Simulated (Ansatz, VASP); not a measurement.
One calculation of KTaO3, two programs

INCAR

```
SYSTEM = KTaO3
PREC = Accurate ; ENCUT = 520
EDIFF = 1E-8 ; ISMEAR = -1
SIGMA = 0.01 ; LREAL = .FALSE.
LASPH = .TRUE. ; NELM = 100
ALGO = Normal ; ISIF = 2
LWAVE = .FALSE. ; LCHARG = .FALSE.
GGA = PE ; LEFG = .TRUE.
NBANDS = 27
```

The input KPOINTS:

```
Automatic mesh
0
G
  5 5 5
  0 0 0
```

Contents of POSCAR:

```
KTaO3
1.0
    4.0015502635      0.0000000000      0.0000000000
    0.0000000000      4.0015502635      0.0000000000
    0.0000000000      0.0000000000      4.0015502635
K Ta O
1 1 3
Direct
    0.5000000000      0.5000000000      0.5000000000
    0.0000000000      0.0000000000      0.0000000000
    0.5000000000      0.0000000000      0.0000000000
    0.0000000000      0.5000000000      0.0000000000
    0.0000000000      0.0000000000      0.5000000000
```

Input for Ansatz:

```yaml
crystal:
  lattice:
    - [4.0015502635, 0.0, 0.0]
    - [0.0, 4.0015502635, 0.0]
    - [0.0, 0.0, 4.0015502635]
  atoms:
    - { symbol: K, position: [0.5, 0.5, 0.5] }
    - { symbol: Ta, position: [0.0, 0.0, 0.0] }
    - { symbol: O, position: [0.5, 0.0, 0.0] }
    - { symbol: O, position: [0.0, 0.5, 0.0] }
    - { symbol: O, position: [0.0, 0.0, 0.5] }
kpoints:
  mp_grid: { grid: [5, 5, 5] }
scf:
  occupations: { method: fermi_dirac, width: 0.01 }
hamiltonian:
  xc: pbe
  pseudopotentials: { kind: all_electron, datasets: crystal }
output:
  forces: true
  stress: true
  eigenvalues: true
  efg: { contact_densities: true }
```

Change from the starting cell: volume scaled by 1.01, crystal datasets.

Alike in both runs: task electric field gradients; functional PBE; k mesh 5 × 5 × 5; occupations fermi-dirac, width 0.01 eV; no spin polarisation.

|  | VASP | Ansatz |
| --- | --- | --- |
| version | VASP 6.6.1 | Ansatz 0.2.0 |
| potentials or method | VASP PAW PBE potentials, release 64 (K_sv, Ta_pv, O), cutoff 520 eV | all-electron PAW with datasets made for the crystal, scalar-relativistic |

|  | VASP | Ansatz | Ansatz less VASP |
| --- | --- | --- | --- |
| gap on the k mesh at the Fermi level (eV) | 2.26 | 2.31 | +0.055 |
| pressure (GPa) | 4.0 | 3.4 | -0.55 |
| size of Vzz on the site where it differs most (V/Å²) | 21.2 | 22.3 | +1.08 |

Ansatz ran all-electron here, and VASP with PAW potentials.

Spin-orbit coupling is off throughout.
